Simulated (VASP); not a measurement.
Here is a VASP 6.6.1 calculation.

Contents of INCAR:

```
PREC = Accurate
ENCUT = 520
EDIFF = 1E-7
ISMEAR = -1
SIGMA = 0.05
LREAL = Auto
LASPH = T
NELM = 150
ALGO = Normal
ISIF = 2
LWAVE = F
LCHARG = F
ISPIN = 2
MAGMOM = 0 0 0 0 0 0 0 0 0 0 0 0 0 0 0 0 0 0 0 0 0 0 0 0 0 0 0 0 0 0 0 0 0 0 0 0 0 0 0 0 0 0 0 0 0 0 0.13 0 0 0 0 0 0 0 0 0 0 0 0 0 0 0 0
LORBIT = 11
GGA = PE
IVDW = 12
NELECT = 253.0
NBANDS = 167
```

KPOINTS

```
regular mesh
0
Gamma
  1 1 1
```

File POSCAR:

```
Si62C
1.0
   10.8600000000      0.0000000000      0.0000000000
    0.0000000000     10.8600000000      0.0000000000
    0.0000000000      0.0000000000     10.8600000000
Si C
62 1
Direct
    0.5030313076     -0.0045863720     -0.0047193370
    0.6242845304      0.1243668508      0.1256331492
    0.7494534991      0.2497566298      0.0002433702
    0.8745606814      0.3789202578      0.1251731123
    0.7536006446      0.0003373849      0.2496626151
    0.8770280847      0.1290121547      0.3729719153
    0.0015127072      0.0015127072     -0.0043666667
    0.1255209945      0.1255209945      0.1244790055
    0.2499760589      0.2499760589      0.0000239411
    0.3752989871      0.3752989871      0.1268681400
    0.4989732044      0.4989732044      0.0006050645
    0.6250261510      0.6250261510      0.1262968692
    0.7499364641      0.7499364641     -0.0003717311
    0.8770280847      0.8770280847      0.1209878453
    0.2543666667      0.0015127072      0.2484872928
    0.3789202578      0.1248268877      0.3754393186
    0.5030313076      0.2547193370      0.2545863720
    0.6257870166      0.3842306630      0.3841483425
    0.7511104972      0.5062463168      0.2561736648
    0.8696539595      0.6426081031      0.3803460405
    0.5062463168     -0.0061736648      0.4988895028
    0.6250261510      0.1237031308      0.6249738490
    0.7499364641      0.2503717311      0.5000635359
    0.8658516575      0.3842306630      0.6242129834
    0.7511104972     -0.0061736648      0.7437536832
    0.8745606814      0.1248268877      0.8710797422
   -0.0045863720      0.5030313076     -0.0047193370
    0.1243668508      0.6242845304      0.1256331492
    0.2497566298      0.7494534991      0.0002433702
    0.3789202578      0.8745606814      0.1251731123
    0.0015127072      0.2543666667      0.2484872928
    0.1248268877      0.3789202578      0.3754393186
    0.2547193370      0.5030313076      0.2545863720
    0.3842306630      0.6257870166      0.3841483425
    0.5062463168      0.7511104972      0.2561736648
    0.6426081031      0.8696539595      0.3803460405
    0.0003373849      0.0003373849      0.4963993554
    0.1243668508      0.1243668508      0.6257154696
    0.2497566298      0.2497566298      0.5005465009
    0.3756984346      0.3756984346      0.6254470534
    0.5122895948      0.5122895948      0.5266841621
    0.8696539595      0.8696539595      0.6073918969
    0.2547193370     -0.0045863720      0.7469686924
    0.3752989871      0.1231318600      0.8747010129
    0.4989732044      0.2493949355      0.7510267956
    0.6245529466      0.3756984346      0.8743015654
    0.7233158379      0.5122895948      0.7377104052
    0.8658516575      0.6257870166      0.8657693370
    0.0003373849      0.7536006446      0.2496626151
    0.1290121547      0.8770280847      0.3729719153
   -0.0061736648      0.5062463168      0.4988895028
    0.1237031308      0.6250261510      0.6249738490
    0.2503717311      0.7499364641      0.5000635359
    0.3842306630      0.8658516575      0.6242129834
   -0.0045863720      0.2547193370      0.7469686924
    0.1231318600      0.3752989871      0.8747010129
    0.2493949355      0.4989732044      0.7510267956
    0.3756984346      0.6245529466      0.8743015654
    0.5122895948      0.7233158379      0.7377104052
    0.6257870166      0.8658516575      0.8657693370
   -0.0061736648      0.7511104972      0.7437536832
    0.1248268877      0.8745606814      0.8710797422
    0.5899008287      0.5899008287      0.6600991713
```

Potentials or basis: VASP PAW PBE potentials, release 64 (Si, C).

Command:

```console
$ cat potpaw_PBE.64/Si/POTCAR potpaw_PBE.64/C/POTCAR > POTCAR
$ mpirun -np 1 vasp_gam > vasp.out
```

Problem. Predict the dispersion energy per atom.

Solution. -0.310 eV.

Problem. Estimate the net moment.

Solution. 0.00 μB per cell.

Problem. Estimate the largest force.

Solution. 0.018 eV/Å.

Forces on the atoms (eV/Å):
```
Si   0.002 -0.001 -0.002
Si  -0.005  0.000  0.000
Si  -0.013 -0.006  0.006
Si   0.007  0.003 -0.006
Si   0.009 -0.003  0.003
Si   0.000  0.009  0.000
Si  -0.003 -0.003  0.003
Si   0.006  0.006 -0.006
Si  -0.006 -0.006  0.006
Si  -0.003 -0.003 -0.006
Si  -0.006 -0.006  0.009
Si   0.008  0.008 -0.005
Si  -0.002 -0.002 -0.003
Si   0.000  0.000 -0.009
Si  -0.003 -0.003  0.003
Si   0.003  0.006 -0.007
Si   0.002  0.002  0.001
Si   0.002 -0.005  0.008
Si  -0.015 -0.001  0.005
Si   0.010  0.011 -0.010
Si  -0.001 -0.005  0.015
Si   0.008  0.005 -0.008
Si  -0.002  0.003  0.002
Si  -0.008 -0.005 -0.002
Si  -0.015 -0.005  0.001
Si   0.007  0.006 -0.003
Si  -0.001  0.002 -0.002
Si   0.000 -0.005  0.000
Si  -0.006 -0.013  0.006
Si   0.003  0.007 -0.006
Si  -0.003 -0.003  0.003
Si   0.006  0.003 -0.007
Si   0.002  0.002  0.001
Si  -0.005  0.002  0.008
Si  -0.001 -0.015  0.005
Si   0.011  0.010 -0.010
Si  -0.003 -0.003 -0.009
Si   0.000  0.000  0.005
Si  -0.006 -0.006  0.013
Si   0.007  0.007 -0.009
Si  -0.006 -0.006 -0.013
Si   0.010  0.010 -0.011
Si   0.002 -0.001 -0.002
Si  -0.003  0.006  0.003
Si  -0.006 -0.009  0.006
Si   0.009  0.007 -0.007
Si   0.013 -0.006  0.006
Si  -0.008  0.002  0.005
Si  -0.003  0.009  0.003
Si   0.009  0.000  0.000
Si  -0.005 -0.001  0.015
Si   0.005  0.008 -0.008
Si   0.003 -0.002  0.002
Si  -0.005 -0.008 -0.002
Si  -0.001  0.002 -0.002
Si   0.006 -0.003  0.003
Si  -0.009 -0.006  0.006
Si   0.007  0.009 -0.007
Si  -0.006  0.013  0.006
Si   0.002 -0.008  0.005
Si  -0.005 -0.015  0.001
Si   0.006  0.007 -0.003
C   -0.004 -0.004  0.004
```

Caveat: the k points lie up to 0.58 Å⁻¹ apart; the cell carries a net charge on a neutralising background, which shifts energy and pressure.
